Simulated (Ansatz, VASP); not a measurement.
**Ru in VASP and in Ansatz**

The input INCAR:

```
SYSTEM = Ru
ALGO = Fast
EDIFF = 1E-6
ENCUT = 520
GGA = PS
ISIF = 2
ISMEAR = 0
LASPH = .TRUE.
LCHARG = .FALSE.
LREAL = .FALSE.
LWAVE = .FALSE.
NBANDS = 21
NELM = 80
PREC = Accurate
SIGMA = 0.15
```

KPOINTS

```
k-points
0
G
  21 21 12
  0 0 0
```

Contents of POSCAR:

```
Ru
1.0
    2.7623645135      0.0000000000      0.0000000000
   -1.3811822567      2.3922778432      0.0000000000
    0.0000000000      0.0000000000      4.0960341007
Ru
2
Direct
    0.3333333333      0.6666666667      0.2500000000
    0.6666666667      0.3333333333      0.7500000000
```

Input for Ansatz:

```yaml
crystal:
  lattice:
    - [2.7623645135, 0.0, 0.0]
    - [-1.3811822567, 2.3922778432, 0.0]
    - [0.0, 0.0, 4.0960341007]
  atoms:
    - { symbol: Ru, position: [0.3333333333, 0.6666666667, 0.25] }
    - { symbol: Ru, position: [0.6666666667, 0.3333333333, 0.75] }
basis:
  ecutwfc: 420
kpoints:
  mp_grid: { grid: [21, 21, 12] }
hamiltonian:
  xc: pbesol
  pseudopotentials: { kind: paw, azcp: { folder: soft_1 } }
scf:
  occupations: { method: gaussian, width: 0.15 }
output:
  forces: true
  stress: true
  eigenvalues: true
```

Alike in both runs: task single point; functional PBEsol; k mesh 21 × 21 × 12; occupations gaussian, width 0.15 eV; no spin polarisation.

```csv
,VASP,Ansatz
version,VASP 6.6.1,Ansatz 0.2.0
potentials or method,"VASP PAW PBE potentials, release 64 (Ru_pv), cutoff 520 eV","scalar-relativistic, plane waves, PAW"
valence electrons in the cell,28,32
```

```csv
,VASP,Ansatz,Ansatz less VASP
gap on the k mesh at the Fermi level (eV),none,none,-
pressure (GPa),-3.0,-2.9,+0.11
"traceless stress, the component that is largest in VASP (GPa)",18.26,18.29,+0.028
```

VASP's potentials were made for PBE, not for PBEsol, and Ansatz warns of the same on its side. A gap of «none» marks a metal or a gap that the smearing closes. The functional is the same, so the differences come from potentials, cutoffs and numerics. VASP's potentials hold 28 valence electrons a cell and Ansatz's 32, so a difference there can come from the potentials and not from the codes.
